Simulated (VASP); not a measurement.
# Sc (P6_3/mmc) in VASP: notebook

Sc is run at these levels: BLYP; tasks: single point.

Everything below comes from runs of VASP 6.6.1. Logs are shortened: lines on timing, memory, paths and dates and some standing lists are left out, and cuts for length are marked.

### 1 The cell of the first run

Symmetry: P6_3/mmc, No. 194, hexagonal system. The conventional cell has a = 3.220 Å, b = 3.220 Å, c = 10.265 Å, α = 90.00°, β = 90.00°, γ = 120.00°. Sc (site symmetry -3m) has 12 Sc at 3.17 to 3.22 Å within 4.2 Å. Within 4.2 Å of Sc (site symmetry -6m2) lie 12 Sc at 3.17 to 3.22 Å.

### 2 Single point, BLYP (23.05 Å³/atom)

Contents of INCAR:

```
AGGAC    = 1.0          
AGGAX    = 1.0          
ALDAC    = 0.0          
ALDAX    = 1.0          
ALGO     = Normal         # electronic algorithm
EDIFF    = 1E-6           # SCF threshold, eV
ENCUT    = 520            # plane-wave cutoff, eV
GGA      = B5             # functional
ISIF     = 2              # what is computed and relaxed
ISMEAR   = -1             # smearing method
LASPH    = True           # aspherical terms in the spheres
LCHARG   = True           # write CHGCAR
LELF     = True           # ELF
LREAL    = False          # projectors in reciprocal space
LVHAR    = True         
LWAVE    = False          # write WAVECAR
NBANDS   = 30             # bands
NELM     = 100            # most SCF steps
PREC     = Accurate       # precision mode
SIGMA    = 0.1            # smearing width, eV
```

Contents of KPOINTS:

```
k-points
0
Gamma
  12 12 4
```

Contents of POSCAR:

```
Sc
1.0
    3.2203269869      0.0000000000      0.0000000000
   -1.6101634935      2.7888849792      0.0000000000
    0.0000000000      0.0000000000     10.2653017737
Sc
4
Direct
    0.0000000000      1.0000000000      1.0000000000
    0.0000000000      1.0000000000      0.5000000000
    0.3333333333      0.6666666667      0.2500000000
    0.6666666667      0.3333333333      0.7500000000
```

Potentials or basis: VASP PAW PBE potentials, release 64 (Sc_sv).

Started as:

```
$ cat potpaw_PBE.64/Sc_sv/POTCAR > POTCAR
$ mpirun -np 1 vasp_std > vasp.out
```

OUTCAR:

```text
EDIFF = 1E-6
   ENCUT = 520
   GGA = B5
   ISIF = 2
   ISMEAR = -1
   LASPH = True
   LREAL = False
   NELM = 100
   PREC = Accurate

 ion  position               nearest neighbor table
   1  0.000  0.000  0.000-   3 3.17   4 3.17   4 3.17   3 3.17   4 3.17   3 3.17
   2  0.000  0.000  0.500-   3 3.17   4 3.17   4 3.17   3 3.17   4 3.17   3 3.17
   3  0.333  0.667  0.250-   1 3.17   2 3.17   1 3.17   2 3.17   1 3.17   2 3.17
   4  0.667  0.333  0.750-   1 3.17   2 3.17   1 3.17   2 3.17   1 3.17   2 3.17

  LATTYP: Found a hexagonal cell.
 ALAT       =     3.2203269869
 C/A-ratio  =     3.1876582147

  Lattice vectors:

 A1 = (   3.2203269869,   0.0000000000,   0.0000000000)
 A2 = (  -1.6101634935,   2.7888849792,   0.0000000000)
 A3 = (   0.0000000000,   0.0000000000,  10.2653017737)

Analysis of symmetry for initial positions (statically):
=====================================================================
 Subroutine PRICEL returns:
 Original cell was already a primitive cell.

 Routine SETGRP: Setting up the symmetry group for a
 hexagonal supercell.

 Subroutine GETGRP returns: Found 24 space group operations
 (whereof 12 operations were pure point group operations)
 out of a pool of 24 trial point group operations.

The static configuration has the point symmetry D_3d.
 The point group associated with its full space group is D_6h.

Analysis of symmetry for dynamics (positions and initial velocities):
=====================================================================
 Subroutine PRICEL returns:
 Original cell was already a primitive cell.

 Routine SETGRP: Setting up the symmetry group for a
 hexagonal supercell.

 Subroutine GETGRP returns: Found 24 space group operations
 (whereof 12 operations were pure point group operations)
 out of a pool of 24 trial point group operations.

The dynamic configuration has the point symmetry D_3d.
 The point group associated with its full space group is D_6h.

 Subroutine INISYM returns: Found 24 space group operations
 (whereof 12 operations are pure point group operations),
 and found     1 'primitive' translations

----------------------------------------------------------------------------------------

                                     Primitive cell

  volume of cell :      92.1939

  direct lattice vectors                    reciprocal lattice vectors
     3.220326987  0.000000000  0.000000000     0.310527473  0.179283120  0.000000000
    -1.610163493  2.788884979  0.000000000     0.000000000  0.358566240  0.000000000
     0.000000000  0.000000000 10.265301774     0.000000000  0.000000000  0.097415548

  length of vectors
     3.220326987  3.220326987 10.265301774     0.358566240  0.358566240  0.097415548

  position of ions in fractional coordinates (direct lattice)
     0.000000000  0.000000000  0.000000000
     0.000000000  0.000000000  0.500000000
     0.333333333  0.666666667  0.250000000
     0.666666667  0.333333333  0.750000000

  ion indices of the primitive-cell ions
   primitive index   ion index
                 1           1
                 2           2
                 3           3
                 4           4

----------------------------------------------------------------------------------------

 KPOINTS: k-points

Automatic generation of k-mesh.
 Grid dimensions read from file:
 generate k-points for:   12   12    4

 Generating k-lattice:

  Cartesian coordinates                     Fractional coordinates (reciprocal lattice)
     0.025877289  0.014940260  0.000000000     0.083333333  0.000000000  0.000000000
     0.000000000  0.029880520  0.000000000     0.000000000  0.083333333  0.000000000
     0.000000000  0.000000000  0.024353887     0.000000000  0.000000000  0.250000000

  Length of vectors
     0.029880520  0.029880520  0.024353887

  Shift w.r.t. Gamma in fractional coordinates (k-lattice)
     0.000000000  0.000000000  0.000000000

 Subroutine IBZKPT returns following result:
 ===========================================

 Found     57 irreducible k-points:

 Following reciprocal coordinates:
            Coordinates               Weight
  0.000000  0.000000  0.000000      1.000000
  0.083333  0.000000  0.000000      6.000000
  0.166667  0.000000  0.000000      6.000000
  0.250000  0.000000  0.000000      6.000000
  0.333333  0.000000  0.000000      6.000000
  0.416667  0.000000  0.000000      6.000000
[... 16 lines left out ...]
  0.250000  0.000000  0.250000     12.000000
  0.333333  0.000000  0.250000     12.000000
 [... further k-points ...]
   k-points           NKPTS =     57   k-points in BZ     NKDIM =     57   number of bands    NBANDS=     30
   number of dos      NEDOS =    301   number of ions     NIONS =      4
   total plane-waves  NPLWV =  46080
   dimension x,y,z NGX =    24 NGY =   24 NGZ =   80
   dimension x,y,z NGXF=    48 NGYF=   48 NGZF=  160
   ions per type =               4
   NGX,Y,Z   is equivalent  to a cutoff of  12.39, 12.39, 12.96 a.u.
   NGXF,Y,Z  is equivalent  to a cutoff of  24.78, 24.78, 25.91 a.u.
 SYSTEM =  unknown system
   PREC   = accura    normal or accurate (medium, high low for compatibility)
   ISTART =      0    job   : 0-new  1-cont  2-samecut
   ICHARG =      2    charge: 1-file 2-atom 10-const
   ISPIN  =      1    spin polarized calculation?
   LNONCOLLINEAR =      F non collinear calculations
   LSORBIT =      F    spin-orbit coupling
   LASPH  =      T    aspherical Exc in radial PAW
   ENCUT  =  520.0 eV  38.22 Ry    6.18 a.u.   5.99  5.99 19.09*2*pi/ulx,y,z
   NELM   =    100;   NELMIN=  2; NELMDL= -5     # of ELM steps
   EDIFF  = 0.1E-05   stopping-criterion for ELM
   LREAL  =      F    real-space projection
[... 7 lines left out ...]
   TEBEG  =    0.0;   TEEND  =   0.0 temperature during run
   PSTRESS=    0.0 pullay stress
   NELECT =      44.0000    total number of electrons
   NUPDOWN=      -1.0000    fix difference up-down
   EMIN   =  10.00;   EMAX   =-10.00  energy-range for DOS
   EFERMI =   0.00;   METHOD = LEGACY
   ISMEAR =    -1;   SIGMA  =   0.10  broadening in eV -4-tet -1-fermi 0-gaus
   EFERMI_NEDOS =   21; number of points for ismear=-14 and -15
   IALGO  =     38    algorithm
   IMIX   =      4    mixing-type and parameters
     AMIX     =   0.40;   BMIX     =  1.00
     AMIX_MAG =   1.60;   BMIX_MAG =  1.00
  volume/ion in A,a.u.               =      23.05       155.54
  Fermi-wavevector in a.u.,A,eV,Ry     =   1.279357  2.417633 22.269382  1.636753
  Thomas-Fermi vector in A             =   2.411847
   LORBIT       =      0    0 simple, 1 ext, 2 COOP (PROOUT), +10 PAW based schemes
   GGA     = B5    functional components
   LHFCALC =     F    Hartree Fock is set to
   AEXX    =    0.0000 exact exchange contribution
   IVDW    =     0    specifies the selected vdW correction
   LEPSILON=     F    determine dielectric tensor
   LRPA    =     F    only Hartree local field effects (RPA)
 non-spin polarized calculation
  energy-cutoff  :      520.00
  volume of cell :       92.19
 maximum number of plane-waves:      2508
 NGX is ok and might be reduce to    24
   NGX = 11   NGY = 11   NGZ = 39

 number of electron      43.9999991 magnetization

 Free energy of the ion-electron system (eV)
  ---------------------------------------------------
  ext. energy  EPLUGINS =         0.00000000
  ---------------------------------------------------
  free energy    TOTEN  =       -21.26258712 eV

  energy without entropy =      -21.03477612  energy(sigma->0) =      -21.14868162

 E-fermi :   4.5600     XC(G=0):  -9.6570

 val. band max:        4.5572141356   @ k =   0.2500   0.1667   0.2500
 cond. band min:       4.5903492431   @ k =   0.3333   0.0833   0.2500
 fundamental gap:      0.0331351076
 Fermi energy:         4.5600089025

 k-point     1 :       0.0000    0.0000    0.0000
  band No.  band energies     occupation
      1     -44.5608      2.00000
      2     -44.5227      2.00000
      3     -44.5099      2.00000
      4     -44.4714      2.00000
      5     -23.5911      2.00000
      6     -23.3504      2.00000
[... 22 lines left out ...]
     29       6.3622      0.00000
     30       6.3713      0.00000

 k-point     2 :       0.0833    0.0000    0.0000
  band No.  band energies     occupation
      1     -44.5563      2.00000
      2     -44.5195      2.00000
      3     -44.5067      2.00000
      4     -44.4695      2.00000
      5     -23.5798      2.00000
      6     -23.3543      2.00000
[... 22 lines left out ...]
     29       6.4337      0.00000
     30       6.4949      0.00000

 k-point     3 :       0.1667    0.0000    0.0000
  band No.  band energies     occupation
      1     -44.5436      2.00000
      2     -44.5107      2.00000
      3     -44.4978      2.00000
      4     -44.4646      2.00000
      5     -23.5478      2.00000
      6     -23.3713      2.00000
[... 22 lines left out ...]
     29       6.3898      0.00000
     30       6.7672      0.00000

 k-point     4 :       0.2500    0.0000    0.0000
  band No.  band energies     occupation
      1     -44.5256      2.00000
      2     -44.4985      2.00000
      3     -44.4857      2.00000
      4     -44.4585      2.00000
      5     -23.5025      2.00000
      6     -23.4098      2.00000
[... 22 lines left out ...]
     29       6.4062      0.00000
     30       6.7274      0.00000

 k-point     5 :       0.3333    0.0000    0.0000
  band No.  band energies     occupation
      1     -44.5061      2.00000
      2     -44.4864      2.00000
      3     -44.4735      2.00000
      4     -44.4537      2.00000
      5     -23.4942      2.00000
      6     -23.4788      2.00000
[... 22 lines left out ...]
     29       6.2301      0.00000
     30       6.9478      0.00000
[... 526 lines left out ...]
     29       6.3756      0.00000
     30       6.3975      0.00000

 k-point    22 :       0.1667    0.0000    0.2500
  band No.  band energies     occupation
      1     -44.5407      2.00000
      2     -44.5205      2.00000
      3     -44.4880      2.00000
      4     -44.4675      2.00000
      5     -23.5335      2.00000
      6     -23.4323      2.00000
[... 22 lines left out ...]
     29       6.4385      0.00000
     30       6.4977      0.00000

 k-point    23 :       0.2500    0.0000    0.2500
  band No.  band energies     occupation
      1     -44.5231      2.00000
      2     -44.5062      2.00000
      3     -44.4780      2.00000
      4     -44.4610      2.00000
      5     -23.4961      2.00000
      6     -23.4455      2.00000
[... 22 lines left out ...]
     29       6.3481      0.00000
     30       6.6163      0.00000

 k-point    24 :       0.3333    0.0000    0.2500
  band No.  band energies     occupation
      1     -44.5043      2.00000
      2     -44.4916      2.00000
      3     -44.4683      2.00000
      4     -44.4556      2.00000
      5     -23.4970      2.00000
      6     -23.4590      2.00000
[... 22 lines left out ...]
     29       6.1913      0.00000
     30       6.6276      0.00000

 [... further k-points ...]
[... 5 lines left out ...]
  --------------------------------------------------------------------------------------
  -------------------------------------------------------------------------------------
  Total        2.6994792      2.6994792      2.7934787     -0.0000000      0.0000000     -0.0000000
  in kB       46.9124663     46.9124663     48.5460223     -0.0000000      0.0000000     -0.0000000
  external PRESSURE =      47.4569850 kB  Pullay stress =       0.0000000 kB

 VOLUME and BASIS-vectors are now :
 -----------------------------------------------------------------------------
  energy-cutoff  :      520.00
  volume of cell :       92.19
      direct lattice vectors                 reciprocal lattice vectors
     3.220326987  0.000000000  0.000000000     0.310527473  0.179283120  0.000000000
    -1.610163493  2.788884979  0.000000000     0.000000000  0.358566240  0.000000000
     0.000000000  0.000000000 10.265301774     0.000000000  0.000000000  0.097415548

 POSITION                                       TOTAL-FORCE (eV/Angst)
 -----------------------------------------------------------------------------------
      0.00000      0.00000      0.00000         0.000000      0.000000     -0.000000
      0.00000      0.00000      5.13265         0.000000      0.000000     -0.000000
     -0.00000      1.85926      2.56633         0.000000     -0.000000     -0.000000
      1.61016      0.92963      7.69898        -0.000000      0.000000      0.000000
 -----------------------------------------------------------------------------------
    total drift:                               -0.000000      0.000000     -0.000000

  FREE ENERGIE OF THE ION-ELECTRON SYSTEM (eV)
  ---------------------------------------------------
  free  energy   TOTEN  =       -21.2625871222 eV

  energy  without entropy=      -21.0347761248  energy(sigma->0) =      -21.14868162
```

It took 2.3 min on 1 thread of Intel Xeon Platinum 8488C (Sapphire Rapids), shared host; peak memory 0.27 GiB.

What came out:

| Quantity | Value |
| --- | --- |
| Free energy | -21.2626 eV |
| Pressure | 4.7 GPa |
| Band gap on the k mesh | zero (bands 22 and 23 overlap by 1.26 eV) |

Caveat: the cell stands under pressure; the PAW data sets were made with another functional, which shifts forces and pressure a little.

### 3 Single point, BLYP (24.05 Å³/atom)

This run uses another cell than the first one, of 24.05 Å³/atom.

Contents of INCAR:

```
SYSTEM = Sc
  PREC = Accurate
  ENCUT = 520
  EDIFF = 1E-6
  ISMEAR = -1
  SIGMA = 0.1
  LREAL = .FALSE.
  LASPH = .TRUE.
  NELM = 100
  ALGO = Normal
  ISIF = 2
  LWAVE = .FALSE.
  LCHARG = .TRUE.
  GGA = B5
  ALDAX = 1.0
  AGGAX = 1.0
  AGGAC = 1.0
  ALDAC = 0.0
  LELF = .TRUE.
  LVHAR = .TRUE.
  NBANDS = 30
```

Contents of KPOINTS:

```
regular mesh
0
G
  12 12 4
  0 0 0
```

Contents of POSCAR:

```
Sc
1.0
    3.2663378745      0.0000000000      0.0000000000
   -1.6331689372      2.8287315766      0.0000000000
    0.0000000000      0.0000000000     10.4119687574
Sc
4
Direct
    0.0000000000      1.0000000000      1.0000000000
    0.0000000000      1.0000000000      0.5000000000
    0.3333333333      0.6666666667      0.2500000000
    0.6666666667      0.3333333333      0.7500000000
```

Potentials or basis: VASP PAW PBE potentials, release 64 (Sc_sv).

Started as:

```
$ cat potpaw_PBE.64/Sc_sv/POTCAR > POTCAR
$ mpirun -np 1 vasp_std > vasp.out
```

OUTCAR:

```text
SYSTEM = Sc
   PREC = Accurate
   ENCUT = 520
   EDIFF = 1E-6
   ISMEAR = -1
   LREAL = .FALSE.
   LASPH = .TRUE.
   NELM = 100
   ISIF = 2
   GGA = B5

 ion  position               nearest neighbor table
   1  0.000  0.000  0.000-   3 3.21   4 3.21   3 3.21   4 3.21   4 3.21   3 3.21
   2  0.000  0.000  0.500-   3 3.21   4 3.21   3 3.21   4 3.21   4 3.21   3 3.21
   3  0.333  0.667  0.250-   1 3.21   2 3.21   1 3.21   2 3.21   1 3.21   2 3.21
   4  0.667  0.333  0.750-   1 3.21   2 3.21   1 3.21   2 3.21   1 3.21   2 3.21

  LATTYP: Found a hexagonal cell.
 ALAT       =     3.2663378745
 C/A-ratio  =     3.1876582146
[... 991 lines left out ...]
  --------------------------------------------------------------------------------------
  -------------------------------------------------------------------------------------
  Total        1.2824610      1.2824610      1.3340948      0.0000000      0.0000000      0.0000000
  in kB       21.3584165     21.3584165     22.2183383      0.0000000      0.0000000      0.0000000
  external PRESSURE =      21.6450571 kB  Pullay stress =       0.0000000 kB

 VOLUME and BASIS-vectors are now :
 -----------------------------------------------------------------------------
  energy-cutoff  :      520.00
  volume of cell :       96.20
      direct lattice vectors                 reciprocal lattice vectors
     3.266337875  0.000000000  0.000000000     0.306153264  0.176757669  0.000000000
    -1.633168937  2.828731577  0.000000000     0.000000000  0.353515338  0.000000000
     0.000000000  0.000000000 10.411968757     0.000000000  0.000000000  0.096043315

 POSITION                                       TOTAL-FORCE (eV/Angst)
 -----------------------------------------------------------------------------------
      0.00000      0.00000      0.00000        -0.000000      0.000000     -0.000000
      0.00000      0.00000      5.20598        -0.000000      0.000000     -0.000000
     -0.00000      1.88582      2.60299        -0.000000      0.000000     -0.000000
      1.63317      0.94291      7.80898         0.000000     -0.000000      0.000000
 -----------------------------------------------------------------------------------
    total drift:                               -0.000000      0.000000     -0.000000

  FREE ENERGIE OF THE ION-ELECTRON SYSTEM (eV)
  ---------------------------------------------------
  free  energy   TOTEN  =       -21.3497885559 eV

  energy  without entropy=      -21.1081472900  energy(sigma->0) =      -21.22896792
```

Wall time 2.3 min (1 thread of Intel Xeon Platinum 8488C (Sapphire Rapids), shared host); peak memory 0.27 GiB.

Results:

```yaml
Free_energy: -21.3498 eV
Pressure: 2.2 GPa
Band_gap_on_the_k_mesh: zero (bands 22 and 23 overlap by 1.20 eV)
```

Caveat: the PAW data sets were made with another functional, which shifts forces and pressure a little.

The gap in the log of VASP goes by the Fermi energy; the results here count the filled bands.